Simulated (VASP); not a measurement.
Runs of VASP 6.6.1 on C. The structure is that of space group R-3m (No. 166), or close to it. The cells are those of the table. 

| cell | pressure (GPa) | largest force (eV/Å) |
| --- | --- | --- |
| a = 3.530 Å, angles 38.6°, 2 atoms | 57.2 | 0.82 |
| a = 3.544 Å, angles 39.5°, 2 atoms | 26.0 | 0.86 |
| a = 3.467 Å, angles 40.4°, 2 atoms | 27.1 | 0.83 |
| a = 3.699 Å, angles 37.8°, 2 atoms | 24.2 | 0.91 |
| a = 3.558 Å, angles 40.4°, 2 atoms | 1.2 | 0.87 |
| a = 3.608 Å, angles 37.7°, 2 atoms | (a) | 0.85 |
| a = 3.453 Å, angles 39.5°, 2 atoms | (c) | 0.79 |
| a = 3.686 Å, angles 36.9°, 2 atoms | (b) | 0.87 |

Alike in all rows: task single point; level r2SCAN; potentials or basis VASP PAW PBE potentials, release 64 (C); no spin polarisation; k mesh 12 × 12 × 12; cutoff (eV) 520; smearing gaussian 0.05 eV.

Problem. Estimate the missing entries.

Solution. (a) 55.4; (b) 53.9; (c) 59.1.

Caveats: the PAW data sets were made with another functional, which shifts forces and pressure a little; the stress differs along the axes, from 2 to 85 GPa (at least some runs); the stress differs along the axes, from 2 to 38 GPa (at least some runs); the stress differs along the axes, from 4 to 39 GPa (at least some runs); the stress differs along the axes, from -0 to 36 GPa (at least some runs); the stress differs along the axes, from 0 to 83 GPa (at least some runs); the stress differs along the axes, from 3 to 87 GPa (at least some runs).
